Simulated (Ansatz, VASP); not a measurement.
Ti6O in VASP and in Ansatz

```
Ti O
1.0
     5.13000    0.00000    0.00000
    -2.56500    4.44271    0.00000
     0.00000    0.00000    4.74000
Ti O
6 1
Direct
  0.33300 0.00000 0.25000
  0.00000 0.33300 0.25000
  0.66700 0.66700 0.25000
  0.00000 0.66700 0.75000
  0.66700 0.00000 0.75000
  0.33300 0.33300 0.75000
  0.00000 0.00000 0.00000
```

Alike in both runs: task single point; functional PBEsol; k mesh 6 × 6 × 4; occupations gaussian, width 0.1 eV; collinear spin.

|  | VASP | Ansatz |
| --- | --- | --- |
| version | VASP 6.6.1 | Ansatz 0.2.0 |
| potentials or method | VASP PAW PBE potentials, release 64 (Ti_sv, O), cutoff 600 eV | scalar-relativistic, plane waves, PAW |
| valence electrons in the cell | 78 | 78 |

|  | VASP | Ansatz | Ansatz less VASP |
| --- | --- | --- | --- |
| gap on the k mesh at the Fermi level (eV) | none | none | - |
| pressure (GPa) | -5.4 | -5.4 | 0.00 |
| rms of the force components (eV/Å) | 0.242 | 0.238 | -0.0032 |
| net moment per atom (μB) | 0.00 | 0.00 | 0.000 |

VASP's potentials were made for PBE, not for PBEsol. Atom by atom the forces differ by 0.018 eV/Å (rms over components). A gap of «none» marks a metal or a gap that the smearing closes. The functional is the same, so the differences come from potentials, cutoffs and numerics. Ansatz's warnings: seeded moment not kept.
